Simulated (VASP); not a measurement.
Wanted: the native input for a VASP 6.6.1 run.

* Task: single point
* Functional: LDA
* Potentials or basis: VASP PAW LDA potentials, release 64 (Mg, O)
* Cutoff: 600 eV
* k mesh: 10 × 10 × 10
* Occupations: gaussian, width 0.02 eV
* Spin: no spin polarisation
* Dipole correction: no
* Further INCAR settings: ALGO = Normal; EDIFF = 1e-06; NBANDS = 11

The structure of MgO lies in POSCAR:

```
MgO
1.0
    0.0000000000      2.0335832187      2.0335832187
    2.0335832187      0.0000000000      2.0335832187
    2.0335832187      2.0335832187      0.0000000000
Mg O
1 1
Direct
    0.0000000000      0.0000000000      0.0000000000
    0.5000000000      0.5000000000      0.5000000000
```

One way to write it, as run:

INCAR

```
SYSTEM = MgO
PREC = Accurate
ENCUT = 600
EDIFF = 1E-6
ISMEAR = 0
SIGMA = 0.02
LREAL = .False.
LASPH = .True.
NELM = 120
ALGO = Normal
ISIF = 2
LWAVE = .False.
LCHARG = .True.
LELF = .True.
LVHAR = .True.
NBANDS = 11
GGA_COMPAT = .False.
```

KPOINTS

```
Automatic mesh
0
Gamma
  10 10 10
  0 0 0
```

Potentials or basis: VASP PAW LDA potentials, release 64 (Mg, O).

Command:

```console
$ cat potpaw_LDA.64/Mg/POTCAR potpaw_LDA.64/O/POTCAR > POTCAR
$ mpirun -np 1 vasp_std > vasp.out
```

It gave:

```yaml
Pressure: 11.3 GPa
Band_gap_on_the_k_mesh: 5.75 eV
```

Caveat: the cell stands under pressure.

Wall time 15 s on 1 thread of AMD EPYC 7571, with other jobs on the host, peak memory 0.1 GiB.
